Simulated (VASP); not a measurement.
# SiO2 (P-4m2) in VASP: further runs

SiO2 is run at these levels: r2SCAN; tasks: single point.

Program: VASP 6.6.1. These are calculated values, not measurements. Logs are shortened: lines on timing, memory, paths and dates and some standing lists are left out, and cuts for length are marked.

### 1 The cell of the first run

Symmetry: P-4m2, No. 115, tetragonal system. The conventional cell has a = 6.911 Å, b = 6.911 Å, c = 6.421 Å, α = 90.00°, β = 90.00°, γ = 90.00°. Within 2.1 Å of Si (site symmetry m) lie 4 O at 1.59 to 1.62 Å. Si (site symmetry -4m2) has 4 O at 1.61 Å within 2.1 Å. O (site symmetry m) has 2 Si at 1.61 Å within 2.1 Å. O (site symmetry 2) has 2 Si at 1.62 Å within 2.2 Å. Within 2.1 Å of O (site symmetry 2mm) lie 2 Si at 1.59 Å.

### 2 Single point, r2SCAN

Input file POSCAR:

```
SiO2
1.0
    6.9111358108      0.0000000000      0.0000000000
    0.0000000000      6.9111358108      0.0000000000
    0.0000000000      0.0000000000      6.4208241540
Si O
5 10
Direct
    0.2694066852      0.0000000000      0.1193275734
    0.0000000000      0.7305933148      0.8806724266
    0.0000000000      0.2694066852      0.8806724266
    0.7305933148      0.0000000000      0.1193275734
    0.0000000000      0.0000000000      0.5000000000
    0.1917332144      0.0000000000      0.3564273193
    0.0000000000      0.8082667856      0.6435726807
    0.0000000000      0.1917332144      0.6435726807
    0.8082667856      0.0000000000      0.3564273193
    0.1912199125      0.1912199125      0.0000000000
    0.1912199125      0.8087800875      0.0000000000
    0.8087800875      0.1912199125      0.0000000000
    0.8087800875      0.8087800875      0.0000000000
    0.5000000000      0.0000000000      0.1205136191
    0.0000000000      0.5000000000      0.8794863809
```

Input file INCAR.step1:

```
SYSTEM = SiO2
PREC = Accurate ; ENCUT = 520
ISMEAR = 0 ; SIGMA = 0.02
LREAL = Auto ; LASPH = .TRUE.
NELM = 80 ; NBANDS = 53
GGA = PE ; ALGO = Normal
EDIFF = 1E-4 ; LWAVE = .TRUE.
LCHARG = .FALSE.
```

Input file INCAR.step2:

```
SYSTEM = SiO2
PREC = Accurate ; ENCUT = 520
EDIFF = 1E-6 ; ISMEAR = 0
SIGMA = 0.02 ; LREAL = Auto
LASPH = .TRUE. ; NELM = 80
ALGO = Normal ; ISIF = 2
LWAVE = .FALSE. ; LCHARG = .FALSE.
METAGGA = R2SCAN ; LMIXTAU = .TRUE.
NBANDS = 53 ; ISTART = 1
```

Input file KPOINTS:

```
Automatic mesh
0
G
  4 4 4
  0 0 0
```

Potentials or basis: VASP PAW PBE potentials, release 64 (Si, O).

Launch:

```
cat potpaw_PBE.64/Si/POTCAR potpaw_PBE.64/O/POTCAR > POTCAR
cp INCAR.step1 INCAR
mpirun -np 1 vasp_std > vasp.out
cp INCAR.step2 INCAR
mpirun -np 1 vasp_std > vasp.out
```

OUTCAR:

```text
SYSTEM = SiO2
   PREC = Accurate
   ENCUT = 520
   EDIFF = 1E-6
   ISMEAR = 0
   LREAL = Auto
   LASPH = .TRUE.
   NELM = 80
   ISIF = 2
   METAGGA = R2SCAN
   ISTART = 1

 ion  position               nearest neighbor table
   1  0.269  0.000  0.119-  14 1.59   6 1.61  11 1.62  10 1.62   2 3.05   3 3.05   5 3.07
   2  0.000  0.731  0.881-  15 1.59   7 1.61  13 1.62  11 1.62   1 3.05   4 3.05   5 3.07
   3  0.000  0.269  0.881-  15 1.59   8 1.61  12 1.62  10 1.62   1 3.05   4 3.05   5 3.07
   4  0.731  0.000  0.119-  14 1.59   9 1.61  13 1.62  12 1.62   2 3.05   3 3.05   5 3.07
   5  0.000  0.000  0.500-   6 1.61   7 1.61   8 1.61   9 1.61   1 3.07   2 3.07   3 3.07   4 3.07

   6  0.192  0.000  0.356-   5 1.61   1 1.61
   7  0.000  0.808  0.644-   5 1.61   2 1.61
   8  0.000  0.192  0.644-   5 1.61   3 1.61
   9  0.808  0.000  0.356-   5 1.61   4 1.61
  10  0.191  0.191  0.000-   1 1.62   3 1.62
  11  0.191  0.809  0.000-   1 1.62   2 1.62
  12  0.809  0.191  0.000-   3 1.62   4 1.62
  13  0.809  0.809  0.000-   2 1.62   4 1.62
  14  0.500  0.000  0.121-   1 1.59   4 1.59
  15  0.000  0.500  0.879-   2 1.59   3 1.59

  LATTYP: Found a simple tetragonal cell.
 ALAT       =     6.9111358108
 C/A-ratio  =     0.9290548370

  Lattice vectors:

 A1 = (   6.9111358108,   0.0000000000,   0.0000000000)
 A2 = (   0.0000000000,   6.9111358108,   0.0000000000)
 A3 = (   0.0000000000,   0.0000000000,   6.4208241540)

Analysis of symmetry for initial positions (statically):
=====================================================================
 Subroutine PRICEL returns:
 Original cell was already a primitive cell.

 Routine SETGRP: Setting up the symmetry group for a
 simple tetragonal supercell.

 Subroutine GETGRP returns: Found  8 space group operations
 (whereof  8 operations were pure point group operations)
 out of a pool of 16 trial point group operations.

The static configuration has the point symmetry D_2d.

Analysis of symmetry for dynamics (positions and initial velocities):
=====================================================================
 Subroutine PRICEL returns:
 Original cell was already a primitive cell.

 Routine SETGRP: Setting up the symmetry group for a
 simple tetragonal supercell.

 Subroutine GETGRP returns: Found  8 space group operations
 (whereof  8 operations were pure point group operations)
 out of a pool of 16 trial point group operations.

The dynamic configuration has the point symmetry D_2d.

 Subroutine INISYM returns: Found  8 space group operations
 (whereof  8 operations are pure point group operations),
 and found     1 'primitive' translations

----------------------------------------------------------------------------------------

                                     Primitive cell

  volume of cell :     306.6829

  direct lattice vectors                    reciprocal lattice vectors
     6.911135811  0.000000000  0.000000000     0.144694017  0.000000000  0.000000000
     0.000000000  6.911135811  0.000000000     0.000000000  0.144694017  0.000000000
     0.000000000  0.000000000  6.420824154     0.000000000  0.000000000  0.155743247

  length of vectors
     6.911135811  6.911135811  6.420824154     0.144694017  0.144694017  0.155743247

  position of ions in fractional coordinates (direct lattice)
     0.269406685  0.000000000  0.119327573
     0.000000000  0.730593315  0.880672427
     0.000000000  0.269406685  0.880672427
     0.730593315  0.000000000  0.119327573
     0.000000000  0.000000000  0.500000000
     0.191733214  0.000000000  0.356427319
     0.000000000  0.808266786  0.643572681
     0.000000000  0.191733214  0.643572681
     0.808266786  0.000000000  0.356427319
     0.191219913  0.191219913  0.000000000
     0.191219913  0.808780087  0.000000000
     0.808780087  0.191219913  0.000000000
     0.808780087  0.808780087  0.000000000
     0.500000000  0.000000000  0.120513619
     0.000000000  0.500000000  0.879486381

  ion indices of the primitive-cell ions
   primitive index   ion index
                 1           1
[... 49 lines left out ...]
  Thomas-Fermi vector in A             =   2.180845
   LORBIT       =      0    0 simple, 1 ext, 2 COOP (PROOUT), +10 PAW based schemes
   METAGGA = R2SCAN    functional components
   LHFCALC =     F    Hartree Fock is set to
   AEXX    =    0.0000 exact exchange contribution
   IVDW    =     0    specifies the selected vdW correction
   LEPSILON=     F    determine dielectric tensor
   LRPA    =     F    only Hartree local field effects (RPA)
 non-spin polarized calculation
 Gauss-broadening in eV      SIGMA  =   0.02
  energy-cutoff  :      520.00
  volume of cell :      306.68
 maximum number of plane-waves:      8292
 NGX is ok and might be reduce to    54
   NGX = 25   NGY = 25   NGZ = 23

 number of electron      80.0000000 magnetization

 Free energy of the ion-electron system (eV)
  ---------------------------------------------------
  ext. energy  EPLUGINS =         0.00000000
  ---------------------------------------------------
  free energy    TOTEN  =      -148.52242027 eV

  energy without entropy =     -148.52242027  energy(sigma->0) =     -148.52242027

 E-fermi :  -2.4148     XC(G=0):  -6.5796

 val. band max:       -2.5891765300   @ k =   0.5000   0.5000   0.0000
 cond. band min:       3.8249945169   @ k =   0.0000   0.0000   0.0000
 fundamental gap:      6.4141710469
 Fermi energy:        -2.4147733972

 k-point     1 :       0.0000    0.0000    0.0000
  band No.  band energies     occupation
      1     -23.1528      2.00000
      2     -22.0571      2.00000
      3     -21.9500      2.00000
      4     -21.9262      2.00000
      5     -21.9262      2.00000
      6     -21.2375      2.00000
[... 44 lines left out ...]
     51       8.2036      0.00000
     52       8.3099      0.00000
[... 933 lines left out ...]
     51       7.9076      0.00000
     52       8.2207      0.00000
 [bands above 52 left out]

------------------------ aborting loop because EDIFF is reached ----------------------------------------

  FORCE on cell =-STRESS in cart. coord.  units (eV):
  Direction    XX          YY          ZZ          XY          YZ          ZX
  --------------------------------------------------------------------------------------
  -------------------------------------------------------------------------------------
  Total        0.2107339      0.2107339      0.3097382      0.0000000     -0.0000000      0.0000000
  in kB        1.1009192      1.1009192      1.6181387      0.0000000     -0.0000000      0.0000000
  external PRESSURE =       1.2733257 kB  Pullay stress =       0.0000000 kB

 VOLUME and BASIS-vectors are now :
 -----------------------------------------------------------------------------
  energy-cutoff  :      520.00
  volume of cell :      306.68
      direct lattice vectors                 reciprocal lattice vectors
     6.911135811  0.000000000  0.000000000     0.144694017  0.000000000  0.000000000
     0.000000000  6.911135811  0.000000000     0.000000000  0.144694017  0.000000000
     0.000000000  0.000000000  6.420824154     0.000000000  0.000000000  0.155743247

 POSITION                                       TOTAL-FORCE (eV/Angst)
 -----------------------------------------------------------------------------------
      1.86191      0.00000      0.76618         0.094019     -0.000000      0.019459
      0.00000      5.04923      5.65464         0.000000     -0.094019     -0.019459
      0.00000      1.86191      5.65464         0.000000      0.094019     -0.019459
      5.04923      0.00000      0.76618        -0.094019     -0.000000      0.019459
      0.00000      0.00000      3.21041         0.000000     -0.000000      0.000000
      1.32509      0.00000      2.28856        -0.005892     -0.000000     -0.001411
      0.00000      5.58604      4.13227         0.000000      0.005892      0.001411
      0.00000      1.32509      4.13227         0.000000     -0.005892      0.001411
      5.58604      0.00000      2.28856         0.005892     -0.000000     -0.001411
      1.32155      1.32155      0.00000        -0.000816     -0.000816      0.000000
      1.32155      5.58959      0.00000        -0.000816      0.000816      0.000000
      5.58959      1.32155      0.00000         0.000816     -0.000816      0.000000
      5.58959      5.58959      0.00000         0.000816      0.000816      0.000000
      3.45557      0.00000      0.77380         0.000000     -0.000000     -0.007318
      0.00000      3.45557      5.64703         0.000000     -0.000000      0.007318
 -----------------------------------------------------------------------------------
    total drift:                                0.000000      0.000000      0.000000

  FREE ENERGIE OF THE ION-ELECTRON SYSTEM (eV)
  ---------------------------------------------------
  free  energy   TOTEN  =      -148.5224202744 eV

  energy  without entropy=     -148.5224202744  energy(sigma->0) =     -148.52242027
```

Wall time 50 min (1 thread of Oxide Virtual Turin-like, shared host); peak memory 0.45 GiB.

Results:

| Item | Value |
| --- | --- |
| Free energy | -148.5224 eV |
| Pressure | 0.1 GPa |
| Largest force | 0.096 eV/Å |
| Band gap on the k mesh | 6.41 eV (least direct gap 6.46 eV) |

Forces in eV/Å, atoms in the order of the input:
```
Si   0.094  0.000  0.019
Si   0.000 -0.094 -0.019
Si   0.000  0.094 -0.019
Si  -0.094  0.000  0.019
Si   0.000  0.000  0.000
O   -0.006  0.000 -0.001
O    0.000  0.006  0.001
O    0.000 -0.006  0.001
O    0.006  0.000 -0.001
O   -0.001 -0.001  0.000
O   -0.001  0.001  0.000
O    0.001 -0.001  0.000
O    0.001  0.001  0.000
O    0.000  0.000 -0.007
O    0.000  0.000  0.007
```

Caveat: the PAW data sets were made with another functional, which shifts forces and pressure a little. A k mesh can miss the band edges.

(Continued in part 2 of 2.)
